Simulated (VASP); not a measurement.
A run of VASP 6.6.1 is set up as follows.

File INCAR:

```
ALGO = Normal
EDIFF = 1E-7
ENCUT = 520
ISIF = 2
ISMEAR = -1
LASPH = True
LCHARG = False
LREAL = False
LWAVE = False
NBANDS = 31
NELM = 80
PREC = Accurate
SIGMA = 0.02
```

Contents of KPOINTS:

```
k-points
0
Gamma
  6 6 4
```

File POSCAR:

```
HfO2
1.0
    3.5370806618      0.0000000000      0.0000000000
    0.0000000000      3.5370806618      0.0000000000
    0.0000000000      0.0000000000      5.1023963383
Hf O
2 4
Direct
    0.5000000000      0.5000000000      0.5000000000
    0.0000000000      0.0000000000      0.0000000000
    0.0000000000      0.5000000000      0.7036831701
    0.5000000000      0.0000000000      0.7963168299
    0.5000000000      0.0000000000      0.2963168299
    0.0000000000      0.5000000000      0.2036831701
```

Potentials or basis: VASP PAW LDA potentials, release 64 (Hf_pv, O).

Run with:

```console
$ cat potpaw_LDA.64/Hf_pv/POTCAR potpaw_LDA.64/O/POTCAR > POTCAR
$ mpirun -np 1 vasp_std > vasp.out
```

Task: What does it give for the largest force?

Result: 0.014 eV/Å.

Task: Predict the pressure.

Result: -2.8 GPa.

Task: Estimate the band gap on the k mesh.

Result: 4.52 eV (least direct gap 4.63 eV).

Forces on the atoms (eV/Å):
```
Hf   0.000  0.000  0.000
Hf   0.000  0.000  0.000
O    0.000  0.000 -0.014
O    0.000  0.000  0.014
O    0.000  0.000  0.014
O    0.000  0.000 -0.014
```

Caveat: spin-orbit coupling is left out, which moves the levels of the heavy elements. A k mesh can miss the band edges.
